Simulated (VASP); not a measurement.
Crystal: BeS.

```
Be S
1.0
     0.00000    2.53168    2.53168
     2.53168    0.00000    2.53168
     2.53168    2.53168    0.00000
Be S
1 1
Direct
  0.00000 0.00000 0.00000
  0.25000 0.25000 0.25000
```

This cell differs from its parent crystal: strain +4.0%.

Base run:

```yaml
Program: VASP 6.6.1
Functional: PBE
Potentials_or_basis: VASP PAW PBE potentials, release 64 (Be, S)
Cutoff: 520 eV
k_mesh: 6 × 6 × 6
Occupations: gaussian, width 0.01 eV
Spin: no spin polarisation
```

Its results: band gap on the k mesh 3.36 eV, indirect (least direct gap 4.84 eV); pressure -8.4 GPa.

Task: The run is repeated on the same cell with these changes: functional from PBE to r2SCAN; k mesh from 6 × 6 × 6 to 10 × 10 × 10. What comes out?

Result: Band gap on the k mesh 3.82 eV, indirect (least direct gap 5.57 eV); pressure -9.1 GPa.

Several settings changed at once, so the effect can't be laid on one alone.

Caveats: the PAW data sets were made with another functional, which shifts forces and pressure a little (some runs).

A k mesh can miss the band edges.
